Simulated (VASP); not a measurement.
A run of VASP 6.6.1:

File POSCAR:

```
BAs
1.0
    2.9343700000      0.0000000000      0.0000000000
    0.0000000000      2.9343700000      0.0000000000
    0.0000000000      0.0000000000      2.9343700000
B As
1 1
Direct
    0.5000000000      0.5000000000      0.5000000000
    0.0000000000      0.0000000000      0.0000000000
```

File INCAR.step1:

```
SYSTEM = BAs
ALGO     = Normal         ! electronic algorithm
EDIFF    = 1E-5           ! SCF threshold, eV
ENCUT    = 600            ! plane-wave cutoff, eV
GGA      = PE             ! functional
ISMEAR   = -1             ! smearing method
LASPH    = .True.         ! aspherical terms in the spheres
LCHARG   = .False.        ! write CHGCAR
LREAL    = .False.        ! projectors in reciprocal space
LWAVE    = .True.         ! write WAVECAR
NBANDS   = 11             ! bands
NELM     = 60             ! most SCF steps
PREC     = Accurate       ! precision mode
SIGMA    = 0.05           ! smearing width, eV
```

The input INCAR.step2:

```
SYSTEM = BAs
AEXX     = 0.25           ! exact-exchange fraction
ALGO     = Normal         ! electronic algorithm
EDIFF    = 1E-6           ! SCF threshold, eV
EDIFFG   = -0.01          ! ionic threshold
ENCUT    = 600            ! plane-wave cutoff, eV
GGA      = PE             ! functional
IBRION   = 2              ! ionic algorithm
ISIF     = 3              ! what is computed and relaxed
ISMEAR   = -1             ! smearing method
ISTART   = 1            
LASPH    = .True.         ! aspherical terms in the spheres
LCHARG   = .False.        ! write CHGCAR
LHFCALC  = .True.         ! exact exchange
LREAL    = .False.        ! projectors in reciprocal space
LWAVE    = .False.        ! write WAVECAR
NELM     = 60             ! most SCF steps
NSW      = 60             ! ionic steps
PREC     = Accurate       ! precision mode
PRECFOCK = Normal       
SIGMA    = 0.05           ! smearing width, eV
```

Contents of KPOINTS:

```
k-points
0
Gamma
  5 5 5
  0 0 0
```

Potentials or basis: VASP PAW PBE potentials, release 64 (B, As).

The run is started by

```console
$ cat potpaw_PBE.64/B/POTCAR potpaw_PBE.64/As/POTCAR > POTCAR
$ cp INCAR.step1 INCAR
$ mpirun -np 1 vasp_std > vasp.out
$ cp INCAR.step2 INCAR
$ mpirun -np 1 vasp_std > vasp.out
```

Hardware: 1 thread of Intel Xeon 8259CL, with other jobs on the host.

**Question.** How long does it take, and how much memory?

**Answer.** It took 15 min on 1 thread of Intel Xeon 8259CL (shared host), peak memory 0.15 GiB. Counts: k points 10, ion steps 4.
